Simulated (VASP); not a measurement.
# H4C in VASP: a series of runs, part 2 of 2

VASP 6.6.1.

## Step 3: Single point, r2SCAN+D3(BJ)

The input, POSCAR:

```
H4C
1.0
    7.8912360000      0.0000000000      0.0000000000
    0.0000000000      7.8912360000      0.0000000000
    0.0000000000      0.0000000000      7.8912360000
C H
6 24
Direct
    0.5356321874      0.3719949574      0.9667940485
    0.7410119277      0.0966768704      0.3803206494
    0.2259975497      1.0123635892      0.0796833348
    0.9524363484      0.3930943137      0.1244671937
    0.3209890060      0.2373392457      0.6267585965
    0.9148756925      0.7295815256      0.3890518545
    0.5984740540      0.2861275471      0.8803563852
    0.4277530161      0.4176278596      0.8907096430
    0.6134146793      0.4809386007      1.0047222007
    0.5041922457      0.3032984947      1.0812374639
    0.7435717294      0.2326378276      0.4011158708
    0.7043003149      0.0277776511      0.4963354283
    0.8719926764      0.0747411432      0.3574725176
    0.6643572693      0.0667702753      0.2736833622
    0.0921782088      1.0214876351      0.0182100751
    0.2230955962      1.0027833409      0.2186602961
    0.2900179389      1.1397073918      0.0557073695
    0.3079872405      0.9176129063      0.0242674278
    0.9948631621      0.3945642989      0.2458170051
    0.8285774244      0.3346877473      0.1232633266
    1.0374927324      0.3194049703      0.0549723770
    0.9133676904      0.5072209220      0.0666562247
    0.2179759926      0.1594300310      0.5647150839
    0.2780933177      0.2697676258      0.7524423297
    0.3549127158      0.3525936875      0.5635745782
    0.4301607505      0.1567181618      0.6490871645
    0.8283619955      0.7802199807      0.2984450091
    0.8501076384      0.6269993699      0.4497901216
    0.9338207601      0.8335956497      0.4807231719
    1.0374040264      0.6923123323      0.3386415005
```

The input, INCAR.step1:

```
SYSTEM = H4C
  PREC = Accurate
  ENCUT = 520
  ISMEAR = -1
  SIGMA = 0.02
  LREAL = Auto
  LASPH = .TRUE.
  NELM = 80
  NBANDS = 45
  GGA = PE
  ALGO = Normal
  EDIFF = 1E-4
  LWAVE = .TRUE.
  LCHARG = .FALSE.
```

The input, INCAR.step2:

```
SYSTEM = H4C
  PREC = Accurate
  ENCUT = 520
  EDIFF = 1E-6
  ISMEAR = -1
  SIGMA = 0.02
  LREAL = Auto
  LASPH = .TRUE.
  NELM = 80
  ALGO = Normal
  ISIF = 2
  LWAVE = .FALSE.
  LCHARG = .FALSE.
  METAGGA = R2SCAN
  LMIXTAU = .TRUE.
  IVDW = 12
  VDW_S6 = 1.0
  VDW_S8 = 0.78981345
  VDW_A1 = 0.49484001
  VDW_A2 = 5.73083694
  NBANDS = 45
  ISTART = 1
```

The input, KPOINTS:

```
regular mesh
0
G
  1 1 1
  0 0 0
```

Potentials or basis: VASP PAW PBE potentials, release 64 (C, H).

Launch:

```bash
> cat potpaw_PBE.64/C/POTCAR potpaw_PBE.64/H/POTCAR > POTCAR
> cp INCAR.step1 INCAR
> mpirun -np 1 vasp_gam > vasp.out
> cp INCAR.step2 INCAR
> mpirun -np 1 vasp_gam > vasp.out
```

Run time: 2.9 min. Hardware: 1 thread of AMD EPYC 7R13 (Zen 3), shared host; peak memory 0.49 GiB.

The run converged. Its results:

| Property | Result |
| --- | --- |
| Free energy | -149.2429 eV |
| Pressure | 0.7 GPa |
| Largest force | 3.066 eV/Å |
| Dispersion energy per atom | -0.010 eV |

Forces on the atoms (eV/Å):
```
C   -0.133  0.715 -0.456
C    0.245  0.745  1.387
C   -0.760  2.214 -0.539
C   -2.313 -0.671 -1.533
C   -1.006 -1.401  0.255
C    0.424  0.856  0.966
H    0.643 -0.049  0.034
H    0.054 -0.051  0.852
H   -0.003 -0.319 -0.366
H   -0.456 -0.039  0.069
H   -0.695  0.214  0.226
H   -0.058  0.313 -0.504
H    0.782 -0.660 -0.451
H   -0.471 -0.305 -0.636
H    1.892 -0.466  0.986
H   -0.327 -0.303 -0.382
H   -0.683 -1.205  0.066
H   -0.173 -0.375 -0.121
H    0.875  0.724  2.847
H   -0.069 -0.938  0.230
H    0.918 -0.680 -1.301
H    0.774  1.538 -0.302
H    0.938  0.912  0.232
H   -0.406  0.111  0.244
H    0.058  0.284 -0.606
H    0.216 -0.042 -0.331
H   -0.141  0.162 -0.948
H   -0.007 -0.636  0.414
H    0.064 -0.570 -0.119
H   -0.180 -0.079 -0.217
```

Stress tensor (GPa, compression positive):
```
-0.04 -0.60 -0.67
-0.60  0.84  0.13
-0.67  0.13  1.21
```

Levels at points of the mesh, in eV from the Fermi level:
```csv
k point,band 20,band 21,band 22,band 23,band 24,band 25,band 26,band 27,band 28,band 29
"(0.00, 0.00, 0.00)",-1.19,-0.95,-0.86,-0.79,-0.50,7.18,9.18,9.33,9.53,9.66
```

Caveat: the k points lie up to 0.80 Å⁻¹ apart; the atoms stand as in a frame of molecular dynamics; the PAW data sets were made with another functional, which shifts forces and pressure a little.

## Step 4: Single point, r2SCAN+D3(BJ)

The input, POSCAR:

```
H4C
1.0
    7.8912360000      0.0000000000      0.0000000000
    0.0000000000      7.8912360000      0.0000000000
    0.0000000000      0.0000000000      7.8912360000
C H
6 24
Direct
    0.5374950135      0.3778622259      0.9688723034
    0.7423805346      0.0918740740      0.3753150964
    0.2244261862      1.0199416162      0.0814701271
    0.9507002452      0.3963384190      0.1253035646
    0.3194176426      0.2396962909      0.6323217301
    0.9168272245      0.7334845897      0.3859471444
    0.6080669746      0.2834156778      0.8911405007
    0.4160691684      0.4068437441      0.9072723208
    0.6089286900      0.4895430830      1.0127437578
    0.5015310656      0.2961893422      1.0808319508
    0.7439518980      0.2257694485      0.3978844379
    0.6939470572      0.0292476362      0.4846262360
    0.8648961962      0.0434152521      0.3306326157
    0.6636476212      0.0526280040      0.2633427767
    0.1033931820      1.0365803278      0.0310344286
    0.2192685658      0.9858911836      0.2128690613
    0.3076070719      1.1202554327      0.0567464970
    0.2841126536      0.9064739668      0.0262949936
    0.9838002564      0.4302874733      0.2644325933
    0.8491445447      0.2991800017      0.1338573577
    1.0593144090      0.3342822341      0.0580517425
    0.9261920439      0.5256084091      0.0694441276
    0.2346147042      0.1573644484      0.5620919207
    0.2564870700      0.2720613095      0.7461315312
    0.3419489672      0.3482851102      0.5514218558
    0.4311745334      0.1649171309      0.6531549684
    0.8183762341      0.7797764507      0.2918300758
    0.8643639602      0.6341718838      0.4652883275
    0.9590386094      0.8367637212      0.4657572020
    1.0349709475      0.6871673842      0.3351439496
```

The input, INCAR.step1:

```
SYSTEM = H4C
ALGO = Normal
EDIFF = 1E-4
ENCUT = 520
GGA = PE
ISMEAR = -1
LASPH = .True.
LCHARG = .False.
LREAL = Auto
LWAVE = .True.
NBANDS = 45
NELM = 100
PREC = Accurate
SIGMA = 0.02
```

The input, INCAR.step2:

```
SYSTEM = H4C
ALGO = Normal
EDIFF = 1E-7
ENCUT = 520
ISIF = 2
ISMEAR = -1
ISTART = 1
IVDW = 12
LASPH = .True.
LCHARG = .True.
LELF = .True.
LMIXTAU = .True.
LREAL = Auto
LVHAR = .True.
LWAVE = .False.
METAGGA = R2SCAN
NBANDS = 45
NELM = 100
PREC = Accurate
SIGMA = 0.02
VDW_A1 = 0.49484001
VDW_A2 = 5.73083694
VDW_S6 = 1.0
VDW_S8 = 0.78981345
```

The input, KPOINTS:

```
k-points
0
Gamma
  1 1 1
  0 0 0
```

Launch:

```bash
> cat potpaw_PBE.64/C/POTCAR potpaw_PBE.64/H/POTCAR > POTCAR
> cp INCAR.step1 INCAR
> mpirun -np 1 vasp_gam > vasp.out
> cp INCAR.step2 INCAR
> mpirun -np 1 vasp_gam > vasp.out
```

Run time: 3.3 min. Hardware: 1 thread of AMD EPYC 7R13 (Zen 3), shared host; peak memory 0.49 GiB.

The run converged. Its results:

```yaml
Free_energy: -149.2015 eV
Pressure: -0.1 GPa
Largest_force: 2.644 eV/Å
Dispersion_energy_per_atom: -0.010 eV
```

Forces in eV/Å, atoms in the order of the input:
```
C   -0.550 -1.562  0.881
C   -0.079 -0.696 -2.032
C    1.201 -2.343  0.238
C    0.953  0.441  1.407
C   -0.394 -0.661 -1.326
C   -0.508  0.416 -0.160
H   -0.038  1.073  0.088
H    0.576  0.277  0.046
H   -0.203 -0.541 -0.427
H    0.329  0.971 -0.453
H   -0.078  0.543 -0.235
H    0.022 -0.619  0.641
H   -0.022  0.470  0.832
H   -0.070  0.762  0.840
H   -1.486  0.292 -0.646
H   -0.175  0.383  0.777
H    0.677  1.333 -0.085
H   -0.273  0.192 -0.289
H   -0.026 -0.837 -1.811
H    0.143  1.078 -0.460
H   -0.540  0.641  0.659
H   -0.382 -1.430  0.049
H   -0.295 -0.145 -0.189
H   -0.300  0.365  0.930
H    0.261  0.244  0.130
H    0.558  0.072  0.265
H    1.291 -0.666  0.765
H   -0.181 -0.073  0.076
H   -0.389  0.266  0.271
H   -0.022 -0.247 -0.783
```

Stress tensor (GPa, compression positive):
```
 0.23  0.11 -0.07
 0.11 -0.24 -0.16
-0.07 -0.16 -0.41
```

Levels at points of the mesh, in eV from the Fermi level:
```csv
k point,band 22,band 23,band 24,band 25,band 26,band 27
"(0.00, 0.00, 0.00)",-0.99,-0.79,-0.49,6.98,8.98,9.14
```

Caveat: the k points lie up to 0.80 Å⁻¹ apart; the atoms stand as in a frame of molecular dynamics; the PAW data sets were made with another functional, which shifts forces and pressure a little.

## Step 5: The runs side by side

```tsv
cell	pressure (GPa)	largest force (eV/Å)
as given, atomic positions A	0.4	0.31
as given, atomic positions B	0.7	3.07
as given, atomic positions C	-0.1	2.64
```

Alike in all rows: task single point; level r2SCAN+D3(BJ); potentials or basis VASP PAW PBE potentials, release 64 (C, H); no spin polarisation; k mesh 1 × 1 × 1; cutoff (eV) 520; smearing fermi-dirac 0.02 eV.

Caveats: all runs use coarse meshes; the PAW data sets were made with another functional, which shifts forces and pressure a little; the atoms stand as in a frame of molecular dynamics (at least some runs).

Absolute energies hang on the potentials; compare differences alone.
